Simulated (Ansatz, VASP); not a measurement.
SnPb3Se4: VASP beside Ansatz

```
Sn Pb Se
1.0
     6.18210    0.00000    0.00000
     0.00000    6.18210    0.00000
     0.00000    0.00000    6.18210
Sn Pb Se
1 3 4
Direct
  0.00000 0.00000 0.00000
  0.50000 0.00000 0.50000
  0.00000 0.50000 0.50000
  0.50000 0.50000 0.00000
  0.50000 0.50000 0.50000
  0.00000 0.50000 0.00000
  0.50000 0.00000 0.00000
  0.00000 0.00000 0.50000
```

Alike in both runs: functional PBE; k mesh 6 × 6 × 6; occupations gaussian, width 0.1 eV; no spin polarisation.

Ansatz relaxed the structure, and its values are those at the end. VASP's run is a single point on that final structure, the one shown.

|  | VASP | Ansatz |
| --- | --- | --- |
| version | VASP 6.6.1 | Ansatz 0.2.0 |
| potentials or method | VASP PAW PBE potentials, release 64 (Sn_d, Pb_d, Se), cutoff 520 eV | scalar-relativistic, plane waves, PAW |
| valence electrons in the cell | 80 | 120 |

|  | VASP | Ansatz | Ansatz less VASP |
| --- | --- | --- | --- |
| gap on the k mesh at the Fermi level (eV) | none | none | - |
| pressure (GPa) | 0.0 | 0.0 | +0.02 |

A gap of «none» marks a metal or a gap that the smearing closes. With one functional, cell and mesh, what is left measures potentials, basis and numerics. VASP's potentials hold 80 valence electrons a cell and Ansatz's 120, so a difference there can come from the potentials and not from the codes.

Neither program's run includes spin-orbit coupling.
